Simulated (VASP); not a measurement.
# O2 in VASP: single point with r2SCAN

Aim: the single point of O2 with r2SCAN.

Everything below comes from runs of VASP 6.6.1. Logs are shortened: lines on timing, memory, paths and dates and some standing lists are left out, and cuts for length are marked.

## Step 1: The cell of the first run

The cell holds a cluster in a box, 2 atoms: a = 9.000 Å, b = 9.200 Å, c = 10.200 Å, α = 90.00°, β = 90.00°, γ = 90.00°.

## Step 2: Single point, r2SCAN, collinear spin, ferromagnetic start

Contents of POSCAR:

```
O
1.0
    9.0000000000      0.0000000000      0.0000000000
    0.0000000000      9.2000000000      0.0000000000
    0.0000000000      0.0000000000     10.2000000000
O
2
Direct
    0.5000000000      0.5000000000      0.4409049338
    0.5000000000      0.5000000000      0.5590950662
```

Contents of INCAR.step1:

```
SYSTEM = O
PREC = Accurate
ENCUT = 1480
ISMEAR = -1
SIGMA = 0.01
LREAL = .False.
LASPH = .True.
NELM = 200
ISPIN = 2
MAGMOM = 1 1
NBANDS = 17
GGA = PE
ALGO = Normal
EDIFF = 1E-5
LWAVE = .True.
LCHARG = .False.
GGA_COMPAT = .False.
```

Contents of INCAR.step2:

```
SYSTEM = O
PREC = Accurate
ENCUT = 1480
EDIFF = 1E-6
ISMEAR = -1
SIGMA = 0.01
LREAL = .False.
LASPH = .True.
NELM = 200
ALGO = Normal
ISIF = 2
LWAVE = .False.
LCHARG = .True.
ISPIN = 2
MAGMOM = 1 1
LORBIT = 11
METAGGA = R2SCAN
LMIXTAU = .True.
LELF = .True.
LVHAR = .True.
NBANDS = 17
ISTART = 1
GGA_COMPAT = .False.
```

Contents of KPOINTS:

```
Automatic mesh
0
Gamma
  1 1 1
  0 0 0
```

Potentials or basis: VASP PAW PBE potentials, release 64 (O_h).

Run with:

```console
> cat potpaw_PBE.64/O_h/POTCAR > POTCAR
> cp INCAR.step1 INCAR
> mpirun -np 1 vasp_gam > vasp.out
> cp INCAR.step2 INCAR
> mpirun -np 1 vasp_gam > vasp.out
```

OUTCAR:

```text
SYSTEM = O
   PREC = Accurate
   ENCUT = 1480
   EDIFF = 1E-6
   ISMEAR = -1
   LREAL = .False.
   LASPH = .True.
   NELM = 200
   ISIF = 2
   ISPIN = 2
   LORBIT = 11
   METAGGA = R2SCAN
   ISTART = 1

 ion  position               nearest neighbor table
   1  0.500  0.500  0.441-   2 1.21
   2  0.500  0.500  0.559-   1 1.21

  LATTYP: Found a simple orthorhombic cell.
 ALAT       =     9.0000000000
 B/A-ratio  =     1.0222222222
 C/A-ratio  =     1.1333333333

  Lattice vectors:

 A1 = (   9.0000000000,   0.0000000000,   0.0000000000)
 A2 = (   0.0000000000,   9.2000000000,   0.0000000000)
 A3 = (   0.0000000000,   0.0000000000,  10.2000000000)

Analysis of symmetry for initial positions (statically):
=====================================================================
 Subroutine PRICEL returns:
 Original cell was already a primitive cell.

 Routine SETGRP: Setting up the symmetry group for a
 simple orthorhombic supercell.

 Subroutine GETGRP returns: Found  8 space group operations
 (whereof  8 operations were pure point group operations)
 out of a pool of  8 trial point group operations.

The static configuration has the point symmetry D_2h.

Analysis of symmetry for dynamics (positions and initial velocities):
=====================================================================
 Subroutine PRICEL returns:
 Original cell was already a primitive cell.

 Routine SETGRP: Setting up the symmetry group for a
 simple orthorhombic supercell.

 Subroutine GETGRP returns: Found  8 space group operations
 (whereof  8 operations were pure point group operations)
 out of a pool of  8 trial point group operations.

The dynamic configuration has the point symmetry D_2h.

Analysis of structural, dynamic, and magnetic symmetry:
=====================================================================
 Subroutine PRICEL returns:
 Original cell was already a primitive cell.

 Routine SETGRP: Setting up the symmetry group for a
 simple orthorhombic supercell.

 Subroutine GETGRP returns: Found  8 space group operations
 (whereof  8 operations were pure point group operations)
 out of a pool of  8 trial point group operations.

The overall configuration has the point symmetry D_2h.

 Subroutine INISYM returns: Found  8 space group operations
 (whereof  8 operations are pure point group operations),
 and found     1 'primitive' translations

----------------------------------------------------------------------------------------

                                     Primitive cell

  volume of cell :     844.5600

  direct lattice vectors                    reciprocal lattice vectors
     9.000000000  0.000000000  0.000000000     0.111111111  0.000000000  0.000000000
     0.000000000  9.200000000  0.000000000     0.000000000  0.108695652  0.000000000
     0.000000000  0.000000000 10.200000000     0.000000000  0.000000000  0.098039216

  length of vectors
     9.000000000  9.200000000 10.200000000     0.111111111  0.108695652  0.098039216

  position of ions in fractional coordinates (direct lattice)
     0.500000000  0.500000000  0.440904934
     0.500000000  0.500000000  0.559095066

  ion indices of the primitive-cell ions
   primitive index   ion index
                 1           1
                 2           2

----------------------------------------------------------------------------------------

 KPOINTS: Automatic mesh

Automatic generation of k-mesh.
 Grid dimensions read from file:
 generate k-points for:    1    1    1

 Generating k-lattice:

  Cartesian coordinates                     Fractional coordinates (reciprocal lattice)
     0.111111111  0.000000000  0.000000000     1.000000000  0.000000000  0.000000000
     0.000000000  0.108695652  0.000000000     0.000000000  1.000000000  0.000000000
     0.000000000  0.000000000  0.098039216     0.000000000  0.000000000  1.000000000

  Length of vectors
     0.111111111  0.108695652  0.098039216

  Shift w.r.t. Gamma in fractional coordinates (k-lattice)
     0.000000000  0.000000000  0.000000000

 Subroutine IBZKPT returns following result:
 ===========================================

 Found      1 irreducible k-points:

 Following reciprocal coordinates:
            Coordinates               Weight
  0.000000  0.000000  0.000000      1.000000
   k-points           NKPTS =      1   k-points in BZ     NKDIM =      1   number of bands    NBANDS=     17
   number of dos      NEDOS =    301   number of ions     NIONS =      2
   total plane-waves  NPLWV = ******
   dimension x,y,z NGX =   120 NGY =  120 NGZ =  128
   dimension x,y,z NGXF=   240 NGYF=  240 NGZF=  256
   ions per type =               2
   NGX,Y,Z   is equivalent  to a cutoff of  22.17, 21.68, 20.86 a.u.
   NGXF,Y,Z  is equivalent  to a cutoff of  44.33, 43.37, 41.72 a.u.
 SYSTEM =  O
   PREC   = accura    normal or accurate (medium, high low for compatibility)
   ISTART =      1    job   : 0-new  1-cont  2-samecut
   ICHARG =      0    charge: 1-file 2-atom 10-const
   ISPIN  =      2    spin polarized calculation?
   LNONCOLLINEAR =      F non collinear calculations
   LSORBIT =      F    spin-orbit coupling
   LASPH  =      T    aspherical Exc in radial PAW
   ENCUT  = 1480.0 eV 108.78 Ry   10.43 a.u.  28.23 28.86 32.00*2*pi/ulx,y,z
   NELM   =    200;   NELMIN=  2; NELMDL=  0     # of ELM steps
   EDIFF  = 0.1E-05   stopping-criterion for ELM
   LREAL  =      F    real-space projection
   EDIFFG = 0.1E-04   stopping-criterion for IOM
   NSW    =      0    number of steps for IOM
   IBRION =     -1    ionic relax: 0-MD 1-quasi-New 2-CG
   NFREE  =      0    steps in history (QN), initial steepest desc. (CG)
   ISIF   =      2    stress and relaxation
   ISYM   =      2    0-nonsym 1-usesym 2-fastsym
   POTIM  = 0.5000    time-step for ionic-motion
   TEBEG  =    0.0;   TEEND  =   0.0 temperature during run
   PSTRESS=    0.0 pullay stress
   NELECT =      12.0000    total number of electrons
   NUPDOWN=      -1.0000    fix difference up-down
   EMIN   =  10.00;   EMAX   =-10.00  energy-range for DOS
   EFERMI =   0.00;   METHOD = LEGACY
   ISMEAR =    -1;   SIGMA  =   0.01  broadening in eV -4-tet -1-fermi 0-gaus
   EFERMI_NEDOS =   21; number of points for ismear=-14 and -15
   IALGO  =     38    algorithm
   IMIX   =      4    mixing-type and parameters
     AMIX     =   0.40;   BMIX     =  1.00
     AMIX_MAG =   1.60;   BMIX_MAG =  1.00
  volume/ion in A,a.u.               =     422.28      2849.69
  Fermi-wavevector in a.u.,A,eV,Ry     =   0.396514  0.749303  2.139152  0.157223
  Thomas-Fermi vector in A             =   1.342713
   LORBIT       =     11    0 simple, 1 ext, 2 COOP (PROOUT), +10 PAW based schemes
   METAGGA = R2SCAN    functional components
   LHFCALC =     F    Hartree Fock is set to
   AEXX    =    0.0000 exact exchange contribution
   IVDW    =     0    specifies the selected vdW correction
   LEPSILON=     F    determine dielectric tensor
   LRPA    =     F    only Hartree local field effects (RPA)
 spin polarized calculation
  energy-cutoff  :     1480.00
  volume of cell :      844.56
 maximum number of plane-waves:     54556
 NGX is ok and might be reduce to   120
   NGX = 57   NGY = 57   NGZ = 63

 number of electron      12.0000001 magnetization       2.0000002

 Free energy of the ion-electron system (eV)
  ---------------------------------------------------
  ext. energy  EPLUGINS =         0.00000000
  ---------------------------------------------------
  free energy    TOTEN  =       -12.07999100 eV

  energy without entropy =      -12.07999100  energy(sigma->0) =      -12.07999100

 E-fermi :  -6.9201     XC(G=0):  -0.4249

 val. band max:       -7.2426379048   @ k =   0.0000   0.0000   0.0000
 cond. band min:      -3.7875052300   @ k =   0.0000   0.0000   0.0000
 fundamental gap:      3.4551326748
 Fermi energy:        -6.9200598665

 spin component 1

 k-point     1 :       0.0000    0.0000    0.0000
  band No.  band energies     occupation
      1     -34.3456      1.00000
      2     -21.7534      1.00000
      3     -14.1375      1.00000
      4     -14.1375      1.00000
      5     -13.9002      1.00000
      6      -7.2427      1.00000
      7      -7.2426      1.00000
      8       0.0801      0.00000
      9       1.3840      0.00000
     10       1.5116      0.00000
     11       1.7932      0.00000
     12       1.8712      0.00000
     13       1.8886      0.00000
     14       2.0078      0.00000
     15       2.9043      0.00000
     16       3.2477      0.00000
     17       3.2583      0.00000
 Fermi energy:        -6.9200598665

 spin component 2

 k-point     1 :       0.0000    0.0000    0.0000
  band No.  band energies     occupation
      1     -32.9601      1.00000
      2     -19.3339      1.00000
      3     -12.8360      1.00000
      4     -11.6381      1.00000
      5     -11.6380      1.00000
      6      -3.7875      0.00000
      7      -3.7875      0.00000
      8       0.1381      0.00000
      9       1.5337      0.00000
     10       1.5445      0.00000
     11       1.8642      0.00000
     12       1.9160      0.00000
     13       1.9433      0.00000
     14       2.1102      0.00000
     15       3.2748      0.00000
     16       3.3109      0.00000
     17       3.3376      0.00000

------------------------ aborting loop because EDIFF is reached ----------------------------------------

  FORCE on cell =-STRESS in cart. coord.  units (eV):
  Direction    XX          YY          ZZ          XY          YZ          ZX
  --------------------------------------------------------------------------------------
  -------------------------------------------------------------------------------------
  Total       -0.0504542     -0.0517644      0.0245947      0.0000000      0.0000000      0.0000000
  in kB       -0.0957143     -0.0981999      0.0466574      0.0000000      0.0000000      0.0000000
  external PRESSURE =      -0.0490856 kB  Pullay stress =       0.0000000 kB

 VOLUME and BASIS-vectors are now :
 -----------------------------------------------------------------------------
  energy-cutoff  :     1480.00
  volume of cell :      844.56
      direct lattice vectors                 reciprocal lattice vectors
     9.000000000  0.000000000  0.000000000     0.111111111  0.000000000  0.000000000
     0.000000000  9.200000000  0.000000000     0.000000000  0.108695652  0.000000000
     0.000000000  0.000000000 10.200000000     0.000000000  0.000000000  0.098039216

 POSITION                                       TOTAL-FORCE (eV/Angst)
 -----------------------------------------------------------------------------------
      4.50000      4.60000      4.49723         0.000000      0.000000     -0.065144
      4.50000      4.60000      5.70277         0.000000     -0.000000      0.065144
 -----------------------------------------------------------------------------------
    total drift:                                0.000000      0.000000      0.000000

  FREE ENERGIE OF THE ION-ELECTRON SYSTEM (eV)
  ---------------------------------------------------
  free  energy   TOTEN  =       -12.0799910037 eV

  energy  without entropy=      -12.0799910037  energy(sigma->0) =      -12.07999100

 total charge

# of ion       s       p       d       tot
------------------------------------------
    1        1.091   2.233   0.000   3.324
    2        1.091   2.233   0.000   3.324
--------------------------------------------------
tot          2.181   4.466   0.000   6.647

 magnetization (x)

# of ion       s       p       d       tot
------------------------------------------
    1        0.021   0.627   0.000   0.648
    2        0.021   0.627   0.000   0.648
--------------------------------------------------
tot          0.042   1.255   0.000   1.297
```

Run time: 32 min. Hardware: 1 thread of Intel Xeon Platinum 8488C (Sapphire Rapids), shared host; peak memory 5 GiB.

Results:

```yaml
Free_energy: -12.0800 eV
Largest_force: 0.065 eV/Å
Net_moment: 2.00 μB per cell
Site_moments: O +0.65 μB
Valence_electrons_inside_the_program's_atomic_spheres: O 3.32
```

Forces on the atoms (eV/Å):
```
O    0.000  0.000 -0.065
O    0.000  0.000  0.065
```

Caveat: the PAW data sets were made with another functional, which shifts forces and pressure a little.
